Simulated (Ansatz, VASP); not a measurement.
**Ta: VASP beside Ansatz**

INCAR

```
PREC = Accurate ; ENCUT = 520
EDIFF = 1E-7 ; ISMEAR = -1
SIGMA = 0.08 ; LREAL = False
LASPH = True ; NELM = 100
ALGO = Normal ; ISIF = 2
LWAVE = False ; LCHARG = True
GGA = PS ; LELF = True
LVHAR = True ; NBANDS = 12
```

The input KPOINTS:

```
regular mesh
0
Gamma
  17 17 17
```

The input POSCAR:

```
Ta
1.0
   -1.6843056000      1.6843056000      1.6512800000
    1.6843056000     -1.6843056000      1.6512800000
    1.6843056000      1.6843056000     -1.6512800000
Ta
1
Direct
    0.0000000000      0.0000000000      0.0000000000
```

Input for Ansatz:

```yaml
crystal:
  lattice:
    - [-1.6843056, 1.6843056, 1.65128]
    - [1.6843056, -1.6843056, 1.65128]
    - [1.6843056, 1.6843056, -1.65128]
  atoms:
    - { symbol: Ta, position: [0.0, 0.0, 0.0] }
kpoints:
  mp_grid: { grid: [17, 17, 17] }
  band_path:
    path:
      - [0.0, 0.0, 0.0]
      - [0.0, 0.0, 0.5]
      - [-0.5, 0.5, 0.5]
      - [0.0, 0.0, 0.0]
      - [0.4902921953, 0.4902921953, -0.4902921953]
      - [-0.4902921953, 0.5097078047, 0.4902921953]
      - [-0.5, 0.5, 0.5]
      - [0.0, 0.0, 0.5]
      - [0.25, 0.25, 0.25]
    npoints: 5
scf:
  occupations: { method: fermi_dirac, width: 0.08 }
hamiltonian:
  xc: pbesol
  pseudopotentials: { kind: all_electron, lapw: { basis_error: 0.0005 } }
output:
  forces: true
  stress: true
  eigenvalues: true
```

Change from the starting cell: equal xx and yy strain of +2 %.

Alike in both runs: task single point; functional PBEsol; k mesh 17 × 17 × 17; occupations fermi-dirac, width 0.08 eV; no spin polarisation.

|  | VASP | Ansatz |
| --- | --- | --- |
| version | VASP 6.6.1 | Ansatz 0.2.0 |
| potentials or method | VASP PAW PBE potentials, release 64 (Ta_pv), cutoff 520 eV | all-electron LAPW, scalar-relativistic |

VASP gave:

- pressure (GPa): -10.8
- traceless stress, the component that is largest in VASP (GPa): 1.16

Problem. Which values does Ansatz return?

Solution. Pressure (GPa): -10.9; traceless stress, the component that is largest in VASP (GPa): 1.16.

VASP's potentials were made for PBE, not for PBEsol. Ansatz ran all-electron here, and VASP with PAW potentials.

Neither program's run includes spin-orbit coupling.
